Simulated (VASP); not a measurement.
# MgSn3S6 (P-31m) in VASP: a series of runs

Runs on MgSn3S6. Level: PBE. Tasks: single point, relaxation of cell and atoms.

Everything below comes from runs of VASP 6.6.1. Logs are shortened: lines on timing, memory, paths and dates and some standing lists are left out, and cuts for length are marked.

## (1) The cell of the first run

It takes space group P-31m (No. 162, trigonal). The conventional cell has a = 6.269 Å, b = 6.269 Å, c = 5.778 Å, α = 90.00°, β = 90.00°, γ = 120.00°. Mg (site symmetry -3m) has 6 S at 2.54 Å and 2 Sn at 2.89 Å within 3.4 Å. Sn (site symmetry 32) has 6 S at 2.54 Å within 3.4 Å. Within 3.4 Å of Sn (site symmetry -3m) lie 6 S at 2.54 Å and 2 Mg at 2.89 Å. S (site symmetry m) has 3 Sn at 2.54 Å and 1 Mg at 2.54 Å within 3.4 Å.

The cell was built from a structure type or drawn by symmetry, and may not be a known phase.

## (2) Single point, PBE

File INCAR:

```
PREC = Accurate ; ENCUT = 520
EDIFF = 1E-6 ; ISMEAR = 0
SIGMA = 0.1 ; LREAL = F
LASPH = T ; NELM = 100
ALGO = Normal ; ISIF = 2
LWAVE = F ; LCHARG = T
GGA = PE ; LELF = T
LVHAR = T ; NBANDS = 51
```

File KPOINTS:

```
regular mesh
0
Gamma
  3 3 4
```

File POSCAR:

```
MgSn3S6
1.0
    6.2694346100      0.0000000000      0.0000000000
   -3.1347173100      5.4294896400      0.0000000000
    0.0000000000      0.0000000000      5.7776112200
Mg Sn S
1 3 6
Direct
    0.0000000000      0.0000000000      0.0000000000
    0.3333333300      0.6666666700      0.0000000000
    0.6666666700      0.3333333300      0.0000000000
    0.0000000000      0.0000000000      0.5000000000
    0.3334000100      0.0000000000      0.2500000000
    0.0000000000      0.3334000100      0.2500000000
    0.6665999900      0.6665999900      0.2500000000
    0.0000000000      0.6665999900      0.7500000000
    0.6665999900      0.0000000000      0.7500000000
    0.3334000100      0.3334000100      0.7500000000
```

Potentials or basis: VASP PAW PBE potentials, release 64 (Mg, Sn_d, S).

On the command line:

```
> cat potpaw_PBE.64/Mg/POTCAR potpaw_PBE.64/Sn_d/POTCAR potpaw_PBE.64/S/POTCAR > POTCAR
> mpirun -np 1 vasp_std > vasp.out
```

OUTCAR:

```text
PREC = Accurate
   ENCUT = 520
   EDIFF = 1E-6
   ISMEAR = 0
   LREAL = F
   LASPH = T
   NELM = 100
   ISIF = 2
   GGA = PE

 ion  position               nearest neighbor table
   1  0.000  0.000  0.000-   7 2.54  10 2.54   9 2.54   5 2.54   6 2.54   8 2.54   4 2.89   4 2.89
                             2 3.62   3 3.62   3 3.62   2 3.62   3 3.62   2 3.62
   2  0.333  0.667  0.000-   8 2.54   5 2.54   6 2.54   9 2.54   7 2.54  10 2.54   3 3.62   3 3.62
                             1 3.62   1 3.62   1 3.62   3 3.62
   3  0.667  0.333  0.000-   6 2.54   9 2.54   8 2.54   5 2.54  10 2.54   7 2.54   2 3.62   2 3.62
                             1 3.62   1 3.62   1 3.62   2 3.62
   4  0.000  0.000  0.500-   7 2.54  10 2.54   9 2.54   5 2.54   6 2.54   8 2.54   1 2.89   1 2.89

   5  0.333  0.000  0.250-   2 2.54   3 2.54   1 2.54   4 2.54
   6  0.000  0.333  0.250-   3 2.54   2 2.54   1 2.54   4 2.54
   7  0.667  0.667  0.250-   2 2.54   3 2.54   1 2.54   4 2.54
   8  0.000  0.667  0.750-   2 2.54   3 2.54   1 2.54   4 2.54
   9  0.667  0.000  0.750-   3 2.54   2 2.54   1 2.54   4 2.54
  10  0.333  0.333  0.750-   3 2.54   2 2.54   1 2.54   4 2.54

  LATTYP: Found a hexagonal cell.
 ALAT       =     6.2694346100
 C/A-ratio  =     0.9215521940

  Lattice vectors:

 A1 = (   6.2694346100,   0.0000000000,   0.0000000000)
 A2 = (  -3.1347173100,   5.4294896400,   0.0000000000)
 A3 = (   0.0000000000,   0.0000000000,   5.7776112200)

Analysis of symmetry for initial positions (statically):
=====================================================================
 Subroutine PRICEL returns:
 Original cell was already a primitive cell.

 Routine SETGRP: Setting up the symmetry group for a
 hexagonal supercell.

 Subroutine GETGRP returns: Found 12 space group operations
 (whereof 12 operations were pure point group operations)
 out of a pool of 24 trial point group operations.

The static configuration has the point symmetry D_3d.

Analysis of symmetry for dynamics (positions and initial velocities):
=====================================================================
 Subroutine PRICEL returns:
 Original cell was already a primitive cell.

 Routine SETGRP: Setting up the symmetry group for a
 hexagonal supercell.

 Subroutine GETGRP returns: Found 12 space group operations
 (whereof 12 operations were pure point group operations)
 out of a pool of 24 trial point group operations.

The dynamic configuration has the point symmetry D_3d.

 Subroutine INISYM returns: Found 12 space group operations
 (whereof 12 operations are pure point group operations),
 and found     1 'primitive' translations

----------------------------------------------------------------------------------------

                                     Primitive cell

  volume of cell :     196.6689

  direct lattice vectors                    reciprocal lattice vectors
     6.269434610  0.000000000  0.000000000     0.159504016  0.092089687  0.000000000
    -3.134717310  5.429489640  0.000000000     0.000000000  0.184179373  0.000000000
     0.000000000  0.000000000  5.777611220     0.000000000  0.000000000  0.173081913

  length of vectors
     6.269434610  6.269434613  5.777611220     0.184179374  0.184179373  0.173081913

  position of ions in fractional coordinates (direct lattice)
     0.000000000  0.000000000  0.000000000
     0.333333330  0.666666670  0.000000000
     0.666666670  0.333333330  0.000000000
     0.000000000  0.000000000  0.500000000
     0.333400010  0.000000000  0.250000000
     0.000000000  0.333400010  0.250000000
     0.666599990  0.666599990  0.250000000
     0.000000000  0.666599990  0.750000000
     0.666599990  0.000000000  0.750000000
     0.333400010  0.333400010  0.750000000

  ion indices of the primitive-cell ions
   primitive index   ion index
                 1           1
                 2           2
                 3           3
                 4           4
                 5           5
                 6           6
                 7           7
                 8           8
[... 46 lines left out ...]
   GGA     = PE    functional components
   LHFCALC =     F    Hartree Fock is set to
   AEXX    =    0.0000 exact exchange contribution
   IVDW    =     0    specifies the selected vdW correction
   LEPSILON=     F    determine dielectric tensor
   LRPA    =     F    only Hartree local field effects (RPA)
 non-spin polarized calculation
 Gauss-broadening in eV      SIGMA  =   0.10
  energy-cutoff  :      520.00
  volume of cell :      196.67
 maximum number of plane-waves:      5362
 NGX is ok and might be reduce to    48
   NGX = 23   NGY = 23   NGZ = 21

 number of electron      80.0000023 magnetization

 Free energy of the ion-electron system (eV)
  ---------------------------------------------------
  ext. energy  EPLUGINS =         0.00000000
  ---------------------------------------------------
  free energy    TOTEN  =       -41.14055242 eV

  energy without entropy =      -41.12079762  energy(sigma->0) =      -41.13067502

 E-fermi :   7.4143     XC(G=0): -10.1696

 val. band max:        7.3262295607   @ k =   0.3333   0.3333   0.5000
 cond. band min:       7.4499399199   @ k =   0.3333  -0.0000   0.5000
 fundamental gap:      0.1237103593
 Fermi energy:         7.4142651214

 k-point     1 :       0.0000    0.0000    0.0000
  band No.  band energies     occupation
      1     -15.0023      2.00000
      2     -15.0023      2.00000
      3     -14.9793      2.00000
      4     -14.9793      2.00000
      5     -14.8963      2.00000
      6     -14.8911      2.00000
[... 43 lines left out ...]
     50      13.0081      0.00000
     51      13.3446      0.00000

 k-point     2 :       0.3333   -0.0000    0.0000
  band No.  band energies     occupation
      1     -15.0251      2.00000
      2     -15.0156      2.00000
      3     -14.9649      2.00000
      4     -14.9579      2.00000
      5     -14.9046      2.00000
      6     -14.9009      2.00000
[... 424 lines left out ...]
 k-point    10 :       0.3333    0.3333    0.5000
  band No.  band energies     occupation
      1     -15.0386      2.00000
      2     -14.9902      2.00000
      3     -14.9902      2.00000
      4     -14.9396      2.00000
      5     -14.9107      2.00000
      6     -14.8964      2.00000
[... 43 lines left out ...]
     50      12.0985      0.00000
     51      12.5477      0.00000

------------------------ aborting loop because EDIFF is reached ----------------------------------------

  FORCE on cell =-STRESS in cart. coord.  units (eV):
  Direction    XX          YY          ZZ          XY          YZ          ZX
  --------------------------------------------------------------------------------------
  -------------------------------------------------------------------------------------
  Total       16.2216056     16.2216056     22.0914643     -0.0000000      0.0000000      0.0000000
  in kB      132.1504725    132.1504725    179.9696973     -0.0000001      0.0000000      0.0000000
  external PRESSURE =     148.0902141 kB  Pullay stress =       0.0000000 kB

 VOLUME and BASIS-vectors are now :
 -----------------------------------------------------------------------------
  energy-cutoff  :      520.00
  volume of cell :      196.67
      direct lattice vectors                 reciprocal lattice vectors
     6.269434610  0.000000000  0.000000000     0.159504016  0.092089687  0.000000000
    -3.134717310  5.429489640  0.000000000     0.000000000  0.184179373  0.000000000
     0.000000000  0.000000000  5.777611220     0.000000000  0.000000000  0.173081913

 POSITION                                       TOTAL-FORCE (eV/Angst)
 -----------------------------------------------------------------------------------
      0.00000      0.00000      0.00000         0.000000      0.000000      0.000000
     -0.00000      3.61966      0.00000         0.000000      0.000000      0.000000
      3.13472      1.80983      0.00000         0.000000      0.000000     -0.000000
      0.00000      0.00000      2.88881         0.000000      0.000000      0.000000
      2.09023      0.00000      1.44440         0.357004      0.000000      0.111328
     -1.04511      1.81019      1.44440        -0.178502      0.309175      0.111328
      2.08960      3.61930      1.44440        -0.178502     -0.309175      0.111328
     -2.08960      3.61930      4.33321         0.178502     -0.309175     -0.111328
      4.17921      0.00000      4.33321        -0.357004      0.000000     -0.111328
      1.04511      1.81019      4.33321         0.178502      0.309175     -0.111328
 -----------------------------------------------------------------------------------
    total drift:                               -0.000000      0.000000     -0.000000

  FREE ENERGIE OF THE ION-ELECTRON SYSTEM (eV)
  ---------------------------------------------------
  free  energy   TOTEN  =       -41.1405524163 eV

  energy  without entropy=      -41.1207976248  energy(sigma->0) =      -41.13067502
```

It took 2.1 min on 1 thread of Intel Xeon Platinum 8488C (Sapphire Rapids), shared host; peak memory 0.37 GiB.

Results:

```yaml
Free_energy: -41.1406 eV
Pressure: 14.8 GPa
Largest_force: 0.374 eV/Å
Band_gap_on_the_k_mesh: zero (bands 40 and 41 overlap by 0.61 eV)
```

Forces in eV/Å, atoms in the order of the input:
```
Mg   0.000  0.000  0.000
Sn   0.000  0.000  0.000
Sn   0.000  0.000  0.000
Sn   0.000  0.000  0.000
S    0.357  0.000  0.111
S   -0.179  0.309  0.111
S   -0.179 -0.309  0.111
S    0.179 -0.309 -0.111
S   -0.357  0.000 -0.111
S    0.179  0.309 -0.111
```

Caveat: the k points lie up to 0.39 Å⁻¹ apart, too coarse for converged energies and pressures of a metal; semilocal functionals underestimate gaps, so a narrow gap can read as zero; spin-orbit coupling is left out, which moves the levels of the heavy elements.

## (3) Single point, PBE

This run uses another cell than the first one, of 24.67 Å³/atom.

File INCAR:

```
SYSTEM = MgSn3S6
  PREC = Accurate
  ENCUT = 520
  EDIFF = 1E-6
  ISMEAR = 0
  SIGMA = 0.1
  LREAL = .False.
  LASPH = .True.
  NELM = 100
  ALGO = Normal
  ISIF = 2
  LWAVE = .False.
  LCHARG = .False.
  GGA = PE
  NBANDS = 51
```

File KPOINTS:

```
regular mesh
0
Gamma
  3 3 4
  0 0 0
```

File POSCAR:

```
MgSn3S6
1.0
    6.4806114900      0.0000000030      0.0000000000
   -3.2403057476      5.6123741809      0.0000000000
    0.0000000000      0.0000000000      6.7832239272
Mg Sn S
1 3 6
Direct
    0.0000000000      0.0000000000      0.0000000000
    0.3333333333      0.6666666667      0.0000000000
    0.6666666667      0.3333333333      0.0000000000
    0.0000000000      0.0000000000      0.5000000000
    0.3388446287      0.0000000000      0.2143755970
    0.0000000000      0.3388446287      0.2143755970
    0.6611553713      0.6611553713      0.2143755970
    0.0000000000      0.6611553713      0.7856244030
    0.6611553713      0.0000000000      0.7856244030
    0.3388446287      0.3388446287      0.7856244030
```

Potentials or basis: VASP PAW PBE potentials, release 64 (Mg, Sn_d, S).

On the command line:

```
> cat potpaw_PBE.64/Mg/POTCAR potpaw_PBE.64/Sn_d/POTCAR potpaw_PBE.64/S/POTCAR > POTCAR
> mpirun -np 1 vasp_std > vasp.out
```

Run time: 1.7 min. Hardware: 1 thread of Intel Xeon Platinum 8488C (Sapphire Rapids), shared host; peak memory 0.4 GiB.

Results (log left out):

| Property | Result |
| --- | --- |
| Free energy | -43.2637 eV |
| Pressure | 0.0 GPa |
| Largest force | 0.027 eV/Å |
| Band gap on the k mesh | 0.26 eV (least direct gap 0.58 eV) |

Forces in eV/Å, atoms in the order of the input:
```
Mg   0.000  0.000  0.000
Sn   0.000  0.000  0.000
Sn   0.000  0.000  0.000
Sn   0.000  0.000  0.000
S    0.013  0.000  0.024
S   -0.006  0.011  0.024
S   -0.006 -0.011  0.024
S    0.006 -0.011 -0.024
S   -0.013  0.000 -0.024
S    0.006  0.011 -0.024
```

Stress tensor (GPa, compression positive):
```
-0.14  0.00  0.00
 0.00 -0.14  0.00
 0.00  0.00  0.17
```

Levels at points of the mesh, in eV from the valence-band top:
| k point | band 36 | band 37 | band 38 | band 39 | band 40 | band 41 | band 42 | band 43 | band 44 | band 45 |
| --- | --- | --- | --- | --- | --- | --- | --- | --- | --- | --- |
| (0.00, 0.00, 0.00) | -1.16 | -1.05 | -1.05 | -1.02 | -1.02 | 1.53 | 2.45 | 2.56 | 3.53 | 3.53 |
| (0.00, 0.00, 0.50) | -1.01 | -1.01 | -1.01 | -1.01 | -0.53 | 0.26 | 1.76 | 1.76 | 1.90 | 3.54 |

Caveat: spin-orbit coupling is left out, which moves the levels of the heavy elements; an odd mesh through Γ misses points on the zone boundary, where band edges can lie.

## (4) Relaxation of cell and atoms, PBE

File INCAR:

```
SYSTEM = MgSn3S6
ALGO     = Normal         ! electronic algorithm
EDIFF    = 1E-6           ! SCF threshold, eV
EDIFFG   = -0.04          ! ionic threshold
ENCUT    = 600            ! plane-wave cutoff, eV
GGA      = PE             ! functional
IBRION   = 2              ! ionic algorithm
ISIF     = 3              ! what is computed and relaxed
ISMEAR   = 0              ! smearing method
LASPH    = .True.         ! aspherical terms in the spheres
LCHARG   = .False.        ! write CHGCAR
LREAL    = .False.        ! projectors in reciprocal space
LWAVE    = .False.        ! write WAVECAR
NELM     = 60             ! most SCF steps
NSW      = 90             ! ionic steps
PREC     = Accurate       ! precision mode
SIGMA    = 0.1            ! smearing width, eV
```

File KPOINTS:

```
k-points
0
Gamma
  3 3 4
  0 0 0
```

File POSCAR:

```
MgSn3S6
1.0
    6.2694346100      0.0000000000      0.0000000000
   -3.1347173100      5.4294896400      0.0000000000
    0.0000000000      0.0000000000      5.7776112200
Mg Sn S
1 3 6
Direct
    0.0000000000      0.0000000000      0.0000000000
    0.3333333300      0.6666666700      0.0000000000
    0.6666666700      0.3333333300      0.0000000000
    0.0000000000      0.0000000000      0.5000000000
    0.3334000100      0.0000000000      0.2500000000
    0.0000000000      0.3334000100      0.2500000000
    0.6665999900      0.6665999900      0.2500000000
    0.0000000000      0.6665999900      0.7500000000
    0.6665999900      0.0000000000      0.7500000000
    0.3334000100      0.3334000100      0.7500000000
```

On the command line:

```
> cat potpaw_PBE.64/Mg/POTCAR potpaw_PBE.64/Sn_d/POTCAR potpaw_PBE.64/S/POTCAR > POTCAR
> mpirun -np 1 vasp_std > vasp.out
```

Wall time 19 min (1 thread of Intel Xeon Platinum 8488C (Sapphire Rapids), shared host); peak memory 0.4 GiB.

It converged, with:

```
Free energy                           : -43.2534 eV
Relaxed volume                        : 24.63 Å³/atom
Relaxed cell                          : a = 6.470 Å, b = 6.470 Å, c = 6.796 Å, α = 90.00°, β = 90.00°, γ = 120.00°
Space group after relaxing (to 0.1 Å) : P-31m (No. 162)
Energy gained by relaxing             : 211.1 meV/atom
Ionic steps                           : 11
Pressure after relaxing               : 0.0 GPa
Largest force after relaxing          : 0.032 eV/Å
Band gap on the k mesh                : 0.31 eV (least direct gap 0.60 eV)
```

Forces on the atoms (eV/Å):
```
Mg   0.000  0.000  0.000
Sn   0.000  0.000  0.000
Sn   0.000  0.000  0.000
Sn   0.000  0.000  0.000
S   -0.032  0.000 -0.002
S    0.016 -0.028 -0.002
S    0.016  0.028 -0.002
S   -0.016  0.028  0.002
S    0.032  0.000  0.002
S   -0.016 -0.028  0.002
```

The path:
```
step  energy change (eV)  largest force (eV/Å)  pressure (GPa)  volume (Å³)
   1              0.0000                0.3738           14.85       196.67
   2             -0.9950                1.0285           -5.10       253.20
   3             -1.3928                0.7174           -0.10       230.34
   4             -1.5565                0.6935           -0.08       231.82
   5             -1.9449                0.3289            0.40       236.10
   6             -1.8069                1.0275            3.52       244.01
   7             -2.0678                0.0893            1.38       239.07
   8             -2.0695                0.1843            1.57       239.64
   9             -2.0341                0.1728           -2.16       257.69
  10             -2.1069                0.0814           -0.12       247.04
  11             -2.1114                0.0325           -0.02       246.33
```

Final structure:
```
CELL_PARAMETERS angstrom
6.46963 0.00000 0.00000
-3.23482 5.60287 0.00000
0.00000 0.00000 6.79570
ATOMIC_POSITIONS crystal
Mg 0.00000 0.00000 0.00000
Sn 0.33333 0.66667 0.00000
Sn 0.66667 0.33333 0.00000
Sn 0.00000 0.00000 0.50000
S 0.34011 0.00000 0.21501
S 0.00000 0.34011 0.21501
S 0.65989 0.65989 0.21501
S 0.00000 0.65989 0.78499
S 0.65989 0.00000 0.78499
S 0.34011 0.34011 0.78499
```

Levels at points of the mesh, in eV from the valence-band top:
```tsv
k point	band 38	band 39	band 40	band 41	band 42	band 43
(0.00, 0.00, 0.00)	-1.02	-1.00	-1.00	1.53	2.47	2.60
(0.00, 0.00, 0.50)	-0.99	-0.99	-0.55	0.31	1.76	1.76
```

Caveat: the volume moved by over 15 % at a fixed basis, so the end points are rough; spin-orbit coupling is left out, which moves the levels of the heavy elements; an odd mesh through Γ misses points on the zone boundary, where band edges can lie.

## (5) Summary

| task | cell | cutoff (eV) | gap on the mesh (eV) | pressure (GPa) | largest force (eV/Å) |
| --- | --- | --- | --- | --- | --- |
| single point | a = 6.269, b = 6.269, c = 5.778 Å, angles 90.0, 90.0, 120.0°, 10 atoms, atomic positions A | 520 | none | 14.8 | 0.37 |
| single point | a = 6.481, b = 6.481, c = 6.783 Å, angles 90.0, 90.0, 120.0°, 10 atoms, atomic positions B | 520 | 0.26 | 0.0 | 0.03 |
| relaxation of cell and atoms | relaxed from a = 6.269, b = 6.269, c = 5.778 Å, angles 90.0, 90.0, 120.0°, 10 atoms, atomic positions A | 600 | 0.31 | 0.0 | 0.03 |

Alike in all rows: level PBE; potentials or basis VASP PAW PBE potentials, release 64 (Mg, Sn_d, S); no spin polarisation; k mesh 3 × 3 × 4; smearing gaussian 0.1 eV.

Caveats: some runs use coarse meshes; spin-orbit coupling is left out, which moves the levels of the heavy elements; an odd mesh through Γ misses points on the zone boundary, where band edges can lie (at least some runs); semilocal functionals underestimate gaps, so a narrow gap can read as zero (at least some runs); the volume moved by over 15 % at a fixed basis, so the end points are rough (at least some runs).

Total energies depend on the potentials used, so only differences within one code and one set of settings carry meaning.
